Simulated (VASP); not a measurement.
A run of VASP 6.6.1:

File INCAR:

```
SYSTEM = RuC18
PREC = Accurate ; ENCUT = 520
EDIFF = 1E-6 ; ISMEAR = -1
SIGMA = 0.05 ; LREAL = Auto
LASPH = .True. ; NELM = 80
ALGO = Normal ; ISIF = 2
LWAVE = .False. ; LCHARG = .False.
GGA = PE ; IVDW = 12
NBANDS = 58
```

File KPOINTS:

```
Automatic mesh
0
Gamma
  2 2 1
  0 0 0
```

The input POSCAR:

```
RuC18
1.0
    7.3980000000      0.0000000000      0.0000000000
   -3.6990000000      6.4068560000      0.0000000000
    0.0000000000      0.0000000000     11.0000000000
C Ru
18 1
Direct
   -0.0029384686     -0.0127817763      0.0961454545
    0.2181883156      0.0985823624      0.0923831818
   -0.0013674025      0.3216393501      0.0923284545
    0.2197118511      0.4321547105      0.0898683636
   -0.0029343025      0.6544236362      0.0960778182
    0.2181818624      0.7641915161      0.0922326364
    0.3272312302     -0.0140995833      0.0900601818
    0.5500890232      0.0973361973      0.0804003636
    0.3302819811      0.3211987284      0.0906855455
    0.5510778790      0.4326710324      0.0946839091
    0.3302574270      0.6536475925      0.0905252727
    0.5510544726      0.7628961850      0.0943810909
    0.6629053088     -0.0130082524      0.0954145455
    0.8872986494      0.0992780234      0.0961061818
    0.6629283115      0.3203886586      0.0959216364
    0.8873221513      0.4326329482      0.0961117273
    0.6629303584      0.6537320333      0.0963818182
    0.8857701964      0.7651873243      0.0964643636
    0.6296732150      1.1349711934      0.2574640909
```

Potentials or basis: VASP PAW PBE potentials, release 64 (C, Ru_pv).

Launch:

```bash
$ cat potpaw_PBE.64/C/POTCAR potpaw_PBE.64/Ru_pv/POTCAR > POTCAR
$ mpirun -np 1 vasp_std > vasp.out
```

Hardware: 1 thread of AMD EPYC 9R45 96-Core Processor (Zen 5), with other jobs on the host.

Task: Estimate the wall time of this run.

Result: Run time: 3.7 min on 1 thread of AMD EPYC 9R45 96-Core Processor (Zen 5), on a shared host, peak memory 0.52 GiB. Counts: scf iterations 25, k points 4.
